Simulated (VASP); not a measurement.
Wanted: the native input for a VASP 6.6.1 run.

```yaml
Task: single point
Functional: r2SCAN
Potentials_or_basis: VASP PAW PBE potentials, release 64 (Ge_d)
Cutoff: 520 eV
k_mesh: 6 × 6 × 6
Occupations: gaussian, width 0.1 eV
Spin: no spin polarisation
Dipole_correction: no
Further_INCAR_settings: ALGO = Normal; EDIFF = 1e-06; NBANDS = 36
```

Ge:

```
Ge
1.0
     0.00000    2.88574    5.11566
     2.63050    0.00000    5.11566
     2.63050    2.88574    0.00000
Ge
4
Direct
  0.78187 0.78187 0.21813
  0.21813 0.21813 0.78187
  0.27351 0.72649 0.27351
  0.72649 0.27351 0.72649
```

These files were run (other wordings do the same):

POSCAR

```
Ge
1.0
    0.0000000000      2.8857400000      5.1156650000
    2.6304970000      0.0000000000      5.1156650000
    2.6304970000      2.8857400000      0.0000000000
Ge
4
Direct
    0.7818670000      0.7818670000      0.2181330000
    0.2181330000      0.2181330000      0.7818670000
    0.2735100000      0.7264900000      0.2735100000
    0.7264900000      0.2735100000      0.7264900000
```

INCAR.step1

```
  PREC = Accurate
  ENCUT = 520
  ISMEAR = 0
  SIGMA = 0.1
  LREAL = F
  LASPH = T
  NELM = 60
  NBANDS = 36
  GGA = PE
  ALGO = Normal
  EDIFF = 1E-4
  LWAVE = T
  LCHARG = F
```

INCAR.step2

```
  PREC = Accurate
  ENCUT = 520
  EDIFF = 1E-6
  ISMEAR = 0
  SIGMA = 0.1
  LREAL = F
  LASPH = T
  NELM = 60
  ALGO = Normal
  ISIF = 2
  LWAVE = F
  LCHARG = F
  METAGGA = R2SCAN
  LMIXTAU = T
  NBANDS = 36
  ISTART = 1
```

KPOINTS

```
Automatic mesh
0
Gamma
  6 6 6
```

Potentials or basis: VASP PAW PBE potentials, release 64 (Ge_d).

Launch:

```sh
$ cat potpaw_PBE.64/Ge_d/POTCAR > POTCAR
$ cp INCAR.step1 INCAR
$ mpirun -np 1 vasp_std > vasp.out
$ cp INCAR.step2 INCAR
$ mpirun -np 1 vasp_std > vasp.out
```

Results of the run:

* Pressure: -2.3 GPa
* Largest force: 0.079 eV/Å
* Band gap on the k mesh: zero (bands 28 and 29 overlap by 3.49 eV)

Caveat: the PAW data sets were made with another functional, which shifts forces and pressure a little.

Run time: 5.1 min on 1 thread of Intel(R) Xeon(R) 6975P-C (Granite Rapids), on a shared host, peak memory 0.31 GiB.
